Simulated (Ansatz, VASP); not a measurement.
## One calculation of Cu3Mo, two programs

INCAR

```
PREC = Accurate
ENCUT = 600
EDIFF = 1E-6
ISMEAR = 0
SIGMA = 0.1
LREAL = False
LASPH = True
NELM = 80
ALGO = Normal
ISIF = 3
LWAVE = False
LCHARG = False
GGA = PE
IBRION = 2
NSW = 90
EDIFFG = -0.04
```

Contents of KPOINTS:

```
regular mesh
0
Gamma
  4 4 4
```

The input POSCAR:

```
Cu3Mo
1.0
    4.0494957200      0.0000000000      0.0000000000
    0.0000000000      4.0494957200      0.0000000000
    0.0000000000      0.0000000000      4.0494957200
Cu Mo
3 1
Direct
    0.0000000000      0.5000000000      0.5000000000
    0.5000000000      0.0000000000      0.5000000000
    0.5000000000      0.5000000000      0.0000000000
    0.0000000000      0.0000000000      0.0000000000
```

Input for Ansatz:

```yaml
crystal:
  lattice:
    - [4.04949572, 0.0, 0.0]
    - [0.0, 4.04949572, 0.0]
    - [0.0, 0.0, 4.04949572]
  atoms:
    - { symbol: Cu, position: [0.0, 0.5, 0.5] }
    - { symbol: Cu, position: [0.5, 0.0, 0.5] }
    - { symbol: Cu, position: [0.5, 0.5, 0.0] }
    - { symbol: Mo, position: [0.0, 0.0, 0.0] }
basis:
  ecutwfc: 420
kpoints:
  mp_grid: { grid: [4, 4, 4] }
hamiltonian:
  xc: pbe
scf:
  occupations: { method: gaussian, width: 0.1 }
  lower_state_search: "off"
output:
  forces: true
  stress: true
  eigenvalues: true
relax:
  adjacent_minimum: "off"
  f_tol: 0.04
  max_steps: 70
  cell: { stress_tol: 0.4 }
```

Change from the starting cell: species swapped into the Nb3Si type (Pm-3m, No. 221).

Alike in both runs: task relaxation of cell and atoms; functional PBE; k mesh 4 × 4 × 4; occupations gaussian, width 0.1 eV; no spin polarisation.

```csv
,VASP,Ansatz
version,VASP 6.6.1,Ansatz 0.2.0
potentials or method,"VASP PAW PBE potentials, release 64 (Cu, Mo_sv), cutoff 600 eV","scalar-relativistic, plane waves, PAW"
valence electrons in the cell,47,71
```

Ansatz gave:

* gap on the k mesh at the Fermi level, each at its own relaxed structure (eV): none
* relaxed volume (Å³/atom): 13.27
* relaxed cell length with the largest relative difference (Å): 3.758

What did VASP give for the same quantities?

gap on the k mesh at the Fermi level, each at its own relaxed structure (eV): none; relaxed volume (Å³/atom): 13.34; relaxed cell length with the largest relative difference (Å): 3.765.

A gap of «none» marks a metal or a gap that the smearing closes. VASP's potentials hold 47 valence electrons a cell and Ansatz's 71, so a difference there can come from the potentials and not from the codes.

The k mesh is coarse, so the values compare programs but aren't converged. Noted on VASP's run: the volume moved by over 15 % at a fixed basis, so the end points are rough.
